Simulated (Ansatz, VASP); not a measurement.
**ZrB2: VASP beside Ansatz**

INCAR

```
PREC = Accurate
ENCUT = 520
EDIFF = 1E-7
ISMEAR = -1
SIGMA = 0.15
LREAL = False
LASPH = True
NELM = 60
ALGO = Normal
ISIF = 2
LWAVE = False
LCHARG = False
GGA = PE
NBANDS = 16
```

Contents of KPOINTS:

```
Automatic mesh
0
Gamma
  10 10 8
```

The input POSCAR:

```
ZrB2
1.0
    3.2423049160      0.0000000000      0.0000000000
   -1.6211524580      2.8079189048      0.0000000000
    0.0000000000      0.0000000000      3.6135846272
Zr B
1 2
Direct
    0.0000000000      0.0000000000      0.0000000000
    0.3333333333      0.6666666667      0.5000000000
    0.6666666667      0.3333333333      0.5000000000
```

Input for Ansatz:

```yaml
crystal:
  lattice:
    - [3.2423049160098585, 0.0, 0.0]
    - [-1.6211524580049292, 2.807918904803401, 0.0]
    - [0.0, 0.0, 3.6135846272122496]
  atoms:
    - { symbol: Zr, position: [0.0, 0.0, 0.0] }
    - { symbol: B, position: [0.3333333333333333, 0.6666666666666666, 0.5] }
    - { symbol: B, position: [0.6666666666666666, 0.3333333333333333, 0.5] }
basis:
  ecutwfc: 420.0
kpoints:
  mp_grid:
    grid: [10, 10, 8]
hamiltonian:
  xc: pbe
scf:
  occupations:
    method: fermi_dirac
    width: 0.15
output:
  stress: true
```

Alike in both runs: task single point; functional PBE; k mesh 10 × 10 × 8; occupations fermi-dirac, width 0.15 eV; no spin polarisation.

```csv
,VASP,Ansatz
version,VASP 6.6.1,Ansatz 0.2.0
potentials or method,"VASP PAW PBE potentials, release 64 (Zr_sv, B), cutoff 520 eV","plane waves, PAW"
valence electrons in the cell,18,18
```

VASP gave:

- pressure (GPa): -13.4
- traceless stress, the component that is largest in VASP (GPa): 1.44

**Question.** Estimate Ansatz's values.

**Answer.** Pressure (GPa): -13.5; traceless stress, the component that is largest in VASP (GPa): 1.41.

The functional is the same, so the differences come from potentials, cutoffs and numerics.
